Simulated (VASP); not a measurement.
Set up this calculation in VASP 6.6.1, as the native input.

- Task: single point
- Functional: LDA
- Potentials or basis: VASP PAW LDA potentials, release 64 (Ca_sv, Os, O)
- Cutoff: 520 eV
- k mesh: 9 × 9 × 9
- Occupations: fermi-dirac, width 0.15 eV
- Spin: no spin polarisation
- Dipole correction: no
- Further INCAR settings: ALGO = Normal; EDIFF = 1e-06; NBANDS = 26

The structure of CaOsO3 lies in POSCAR:

```
CaOsO3
1.0
    3.9521600000      0.0658693333      0.0000000000
    0.0658693333      3.9521600000      0.0000000000
    0.0000000000      0.0000000000      3.9521600000
Ca Os O
1 1 3
Direct
    0.0000000000      0.0000000000      0.0000000000
    0.5000000000      0.5000000000      0.5000000000
    0.5000000000      0.5000000000      0.0000000000
    0.5000000000      0.0000000000      0.5000000000
    0.0000000000      0.5000000000      0.5000000000
```

One way to write it, as run:

INCAR

```
SYSTEM = CaOsO3
ALGO = Normal
EDIFF = 1E-6
ENCUT = 520
GGA = CA
ISIF = 2
ISMEAR = -1
LASPH = .TRUE.
LCHARG = .FALSE.
LREAL = .FALSE.
LWAVE = .FALSE.
NBANDS = 26
NELM = 100
PREC = Accurate
SIGMA = 0.15
```

KPOINTS

```
k-points
0
G
  9 9 9
  0 0 0
```

Potentials or basis: VASP PAW LDA potentials, release 64 (Ca_sv, Os, O).

Launch:

```console
$ cat potpaw_LDA.64/Ca_sv/POTCAR potpaw_LDA.64/Os/POTCAR potpaw_LDA.64/O/POTCAR > POTCAR
$ mpirun -np 1 vasp_std > vasp.out
```

Results of the run:

```json
{
  "Pressure": "-11.9 GPa",
  "Band gap on the k mesh": "zero (bands 18 and 19 overlap by 3.83 eV)"
}
```

Caveat: the cell stands under tension; spin-orbit coupling is left out, which moves the levels of the heavy elements.

Run time: 3 min on 1 thread of AMD EPYC 9755 128-Core Processor (shared host), peak memory 0.27 GiB.
